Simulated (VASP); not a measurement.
# Ge: single point with BLYP

Crystal: Ge.

```xyz
3
Lattice="5.1371 0.0000 0.0000 -2.5686 4.4489 0.0000 0.0000 0.0000 2.9476" Properties=species:S:1:pos:R:3 pbc="T T T"
Ge    0.0000    0.0000    0.0000
Ge    0.0000    2.9659    1.4738
Ge    2.5686    1.4830    1.4738
```

This cell differs from its parent crystal: volume scaled by 1.04.

```json
{"Program": "VASP 6.6.1", "Task": "single point", "Functional": "BLYP", "Potentials or basis": "VASP PAW PBE potentials, release 64 (Ge_d)", "Cutoff": "520 eV", "k mesh": "8 × 8 × 12", "Occupations": "fermi-dirac, width 0.1 eV", "Spin": "no spin polarisation", "Dipole correction": "no", "Further INCAR settings": "ALGO = Normal; EDIFF = 1e-06; NBANDS = 28"}
```

```json
{
 "Pressure": "-2.1 GPa",
 "Band gap on the k mesh": "zero (band 21 reaches 7.00 eV, above the bottom of band 22 at 3.04 eV)"
}
```

Stress tensor (GPa, compression positive):
```
-2.02  0.00  0.00
 0.00 -2.02  0.00
 0.00  0.00 -2.18
```

Levels at points of the mesh, in eV from the Fermi level:
```tsv
k point	band 17	band 18	band 19	band 20	band 21	band 22	band 23	band 24	band 25	band 26
(0.00, 0.00, 0.00)	-7.02	-6.70	-2.47	-2.47	-2.38	-2.38	4.36	6.88	6.88	8.04
(0.50, 0.00, 0.00)	-10.02	-7.71	-4.31	0.54	0.63	2.57	2.98	3.79	5.87	6.01
(0.00, 0.00, 0.50)	-7.23	-3.85	-2.02	-1.41	-0.59	-0.16	-0.16	1.18	1.18	2.38
(0.50, 0.00, 0.50)	-6.56	-6.22	-3.75	-2.85	-1.76	-1.05	0.63	3.17	3.80	4.59
```

It took 48 s on 1 thread of Intel(R) Xeon(R) 6975P-C (Granite Rapids), on a shared host, peak memory 0.24 GiB.

Caveat: the PAW data sets were made with another functional, which shifts forces and pressure a little.
